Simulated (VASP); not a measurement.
# Ti12H (a cell with a defect) in VASP: single point with PBEsol

Aim: the single point of Ti12H (a cell with a defect) with PBEsol.

All numbers are computed with VASP 6.6.1; they aren't measurements. Logs are shortened: lines on timing, memory, paths and dates and some standing lists are left out, and cuts for length are marked.

**1. The cell of the first run**

The cell holds a defect, 13 atoms: a = 5.900 Å, b = 8.850 Å, c = 4.685 Å, α = 90.00°, β = 90.00°, γ = 120.00°.

**2. Single point, PBEsol**

Contents of INCAR:

```
  ALGO = Normal
  EDIFF = 1E-6
  ENCUT = 520
  GGA = PS
  ISIF = 2
  ISMEAR = 0
  LASPH = True
  LCHARG = True
  LELF = True
  LREAL = False
  LVHAR = True
  LWAVE = False
  NBANDS = 84
  NELM = 80
  PREC = Accurate
  SIGMA = 0.1
```

Contents of KPOINTS:

```
k-points
0
Gamma
  4 3 5
```

Contents of POSCAR:

```
Ti12H
1.0
    5.9000000000      0.0000000000      0.0000000000
   -4.4250000000      7.6643250000      0.0000000000
    0.0000000000      0.0000000000      4.6846000000
Ti H
12 1
Direct
    0.0012471854      0.0002730834     -0.0033467105
    0.1649733351      0.2195899835      0.5005289673
    0.0034976971      0.3304403193      0.0004393118
    0.1752923787      0.5580838495      0.5007507578
    0.0035217490      0.6705232359      0.0014494300
    0.1686278984      0.8897929041      0.5014756863
    0.4984384889     -0.0018772690     -0.0011621056
    0.6642235195      0.2182541842      0.4985189771
    0.4912882788      0.3298675356     -0.0001679973
    0.6633154741      0.5578000672      0.5012252914
    0.5023730389      0.6683837129      0.0006376211
    0.6663674415      0.8878417865      0.5041117705
    0.8346913484      0.4430994249      0.2509793792
```

Potentials or basis: VASP PAW PBE potentials, release 64 (Ti_sv, H).

Run with:

```bash
cat potpaw_PBE.64/Ti_sv/POTCAR potpaw_PBE.64/H/POTCAR > POTCAR
mpirun -np 1 vasp_std > vasp.out
```

OUTCAR:

```text
EDIFF = 1E-6
   ENCUT = 520
   GGA = PS
   ISIF = 2
   ISMEAR = 0
   LASPH = True
   LREAL = False
   NELM = 80
   PREC = Accurate

 ion  position               nearest neighbor table
   1  0.001  0.000  0.997-   2 2.87  12 2.87   6 2.88   2 2.90   9 2.90   6 2.91   3 2.92
   2  0.165  0.220  0.501-   1 2.87   9 2.87   9 2.88   3 2.88   3 2.88   1 2.90
   3  0.003  0.330  0.000-   2 2.88   2 2.88   9 2.88   8 2.91   1 2.92   4 2.92
   4  0.175  0.558  0.501-  11 2.88  11 2.88  10 2.88  12 2.91   5 2.91   3 2.92   5 2.92
   5  0.004  0.671  0.001-   6 2.88   6 2.88   7 2.91   4 2.91  10 2.92  10 2.92   4 2.92
   6  0.169  0.890  0.501-   7 2.88   1 2.88   5 2.88   5 2.88   7 2.90   1 2.91   8 2.92
   7  0.498  0.998  0.999-   6 2.88  12 2.88   8 2.89   8 2.89   6 2.90   5 2.91  12 2.92
   8  0.664  0.218  0.499-   7 2.89   7 2.89   3 2.91   9 2.91   6 2.92
   9  0.491  0.330  1.000-   2 2.87   2 2.88   3 2.88   1 2.90   8 2.91  10 2.92
  10  0.663  0.558  0.501-  11 2.87  11 2.88   4 2.88  12 2.91   5 2.92   9 2.92   5 2.92
  11  0.502  0.668  0.001-  12 2.87  10 2.87   4 2.88   4 2.88  10 2.88  12 2.90
  12  0.666  0.888  0.504-  11 2.87   1 2.87   7 2.88  11 2.90   4 2.91  10 2.91   7 2.92
  13  0.835  0.443  0.251-

  LATTYP: Found a simple monoclinic cell.
 ALAT       =     5.9000000000
 B/A-ratio  =     0.7940000000
 C/A-ratio  =     1.3228756849
 COS(beta)  =    -0.1889822323

  Lattice vectors:

 A1 = (   5.9000000000,   0.0000000000,   0.0000000000)
 A2 = (   0.0000000000,   0.0000000000,   4.6846000000)
 A3 = (  -1.4750000000,  -7.6643250000,   0.0000000000)

Analysis of symmetry for initial positions (statically):
=====================================================================
 Subroutine PRICEL returns:
 Original cell was already a primitive cell.

 Routine SETGRP: Setting up the symmetry group for a
 simple monoclinic supercell.

 Subroutine GETGRP returns: Found  1 space group operations
 (whereof  1 operations were pure point group operations)
 out of a pool of  4 trial point group operations.

The static configuration has the point symmetry C_1 .

Analysis of symmetry for dynamics (positions and initial velocities):
=====================================================================
 Subroutine PRICEL returns:
 Original cell was already a primitive cell.

 Routine SETGRP: Setting up the symmetry group for a
 simple monoclinic supercell.

 Subroutine GETGRP returns: Found  1 space group operations
 (whereof  1 operations were pure point group operations)
[... 138 lines left out ...]
   EFERMI =   0.00;   METHOD = LEGACY
   ISMEAR =     0;   SIGMA  =   0.10  broadening in eV -4-tet -1-fermi 0-gaus
   EFERMI_NEDOS =   21; number of points for ismear=-14 and -15
   IALGO  =     38    algorithm
   IMIX   =      4    mixing-type and parameters
     AMIX     =   0.40;   BMIX     =  1.00
     AMIX_MAG =   1.60;   BMIX_MAG =  1.00
  volume/ion in A,a.u.               =      16.30       109.96
  Fermi-wavevector in a.u.,A,eV,Ry     =   1.442773  2.726446 28.321806  2.081594
  Thomas-Fermi vector in A             =   2.561256
   LORBIT       =      0    0 simple, 1 ext, 2 COOP (PROOUT), +10 PAW based schemes
   GGA     = PS    functional components
   LHFCALC =     F    Hartree Fock is set to
   AEXX    =    0.0000 exact exchange contribution
   IVDW    =     0    specifies the selected vdW correction
   LEPSILON=     F    determine dielectric tensor
   LRPA    =     F    only Hartree local field effects (RPA)
 non-spin polarized calculation
 Gauss-broadening in eV      SIGMA  =   0.10
  energy-cutoff  :      520.00
  volume of cell :      211.84
 maximum number of plane-waves:      5724
 NGX is ok and might be reduce to    48
   NGX = 21   NGY = 33   NGZ = 17

 number of electron     144.9999999 magnetization

 Free energy of the ion-electron system (eV)
  ---------------------------------------------------
  ext. energy  EPLUGINS =         0.00000000
  ---------------------------------------------------
  free energy    TOTEN  =      -103.79188491 eV

  energy without entropy =     -103.71083784  energy(sigma->0) =     -103.75136138

 E-fermi :   8.1409     XC(G=0): -11.6144

 val. band max:        8.1396131545   @ k =  -0.2500   0.3333   0.4000
 cond. band min:       8.1512141301   @ k =  -0.2500   0.0000   0.2000
 fundamental gap:      0.0116009757
 Fermi energy:         8.1408912323

 k-point     1 :       0.0000    0.0000    0.0000
  band No.  band energies     occupation
      1     -48.5292      2.00000
      2     -48.4640      2.00000
      3     -48.4355      2.00000
      4     -48.4343      2.00000
      5     -48.4221      2.00000
      6     -48.4150      2.00000
[... 2077 lines left out ...]
     83       8.9784      0.00000
     84       9.0910      0.00000

 [... further k-points ...]

------------------------ aborting loop because EDIFF is reached ----------------------------------------

  FORCE on cell =-STRESS in cart. coord.  units (eV):
  Direction    XX          YY          ZZ          XY          YZ          ZX
  --------------------------------------------------------------------------------------
  -------------------------------------------------------------------------------------
  Total       -6.9153446     -6.6999905     -7.2335934      0.1147785      0.0040370     -0.0183872
  in kB      -52.3029240    -50.6741331    -54.7099402      0.8681059      0.0305327     -0.1390683
  external PRESSURE =     -52.5623325 kB  Pullay stress =       0.0000000 kB

 VOLUME and BASIS-vectors are now :
 -----------------------------------------------------------------------------
  energy-cutoff  :      520.00
  volume of cell :      211.84
      direct lattice vectors                 reciprocal lattice vectors
     5.900000000  0.000000000  0.000000000     0.169491525  0.097855976  0.000000000
    -4.425000000  7.664325000  0.000000000     0.000000000  0.130474634  0.000000000
     0.000000000  0.000000000  4.684600000     0.000000000  0.000000000  0.213465397

 POSITION                                       TOTAL-FORCE (eV/Angst)
 -----------------------------------------------------------------------------------
      0.00615      0.00209      4.66892        -0.017683     -0.007363     -0.018211
      0.00166      1.68301      2.34478        -0.011179      0.006882      0.000168
     -1.44156      2.53260      0.00206         0.009801     -0.012479     -0.017375
     -1.43530      4.27734      2.34582         0.016306      0.014839      0.012975
     -2.94629      5.13911      0.00679        -0.003973     -0.021075      0.007026
     -2.94243      6.81966      2.34921        -0.007116     -0.003204      0.011896
     -1.47591      7.64994      4.67916         0.014445      0.017371     -0.013977
      2.95314      1.67277      2.33536         0.002685     -0.020964      0.012694
      1.43894      2.52821      4.68381         0.005566     -0.001511      0.001353
      1.44530      4.27516      2.34804         0.012673     -0.001865     -0.003930
      0.00640      5.12271      0.00299         0.000692     -0.001974     -0.003403
      0.00287      6.80471      2.36156         0.005783      0.008465      0.019761
      2.96396      3.39606      1.17574        -0.028001      0.022876     -0.008978
 -----------------------------------------------------------------------------------
    total drift:                                0.000505     -0.000044      0.000234

  FREE ENERGIE OF THE ION-ELECTRON SYSTEM (eV)
  ---------------------------------------------------
  free  energy   TOTEN  =      -103.7918849126 eV

  energy  without entropy=     -103.7108378380  energy(sigma->0) =     -103.75136138
```

stdout:

```text
POSCAR found type information on POSCAR TiH
 POSCAR found :  2 types and      13 ions
 scaLAPACK will be used
 -----------------------------------------------------------------------------
|                                                                             |
|                                                                             |
|     You enforced a specific xc type in the INCAR file but a different       |
|     I HOPE YOU KNOW WHAT YOU ARE DOING!                                     |
|                                                                             |
 -----------------------------------------------------------------------------

 LDA part: xc-table for (Slater+PW92), standard interpolation
 POSCAR, INCAR and KPOINTS ok, starting setup
 FFT: planning ... GRIDC
 FFT: planning ... GRID_SOFT
 FFT: planning ... GRID
 WAVECAR not read
 entering main loop
```

Wall time 26 min (1 thread of Intel Xeon Platinum 8259CL at 2.50GHz (Skylake/Cascade Lake), shared host); peak memory 0.57 GiB.

What came out:

```
Free energy            : -103.7919 eV
Pressure               : -5.3 GPa
Largest force          : 0.037 eV/Å
Band gap on the k mesh : zero (an odd number of electrons rules out a gap without spin polarisation)
```

Forces in eV/Å, atoms in the order of the input:
```
Ti  -0.018 -0.007 -0.018
Ti  -0.011  0.007  0.000
Ti   0.010 -0.012 -0.017
Ti   0.016  0.015  0.013
Ti  -0.004 -0.021  0.007
Ti  -0.007 -0.003  0.012
Ti   0.014  0.017 -0.014
Ti   0.003 -0.021  0.013
Ti   0.006 -0.002  0.001
Ti   0.013 -0.002 -0.004
Ti   0.001 -0.002 -0.003
Ti   0.006  0.008  0.020
H   -0.028  0.023 -0.009
```

Caveat: the PAW data sets were made with another functional, which shifts forces and pressure a little.
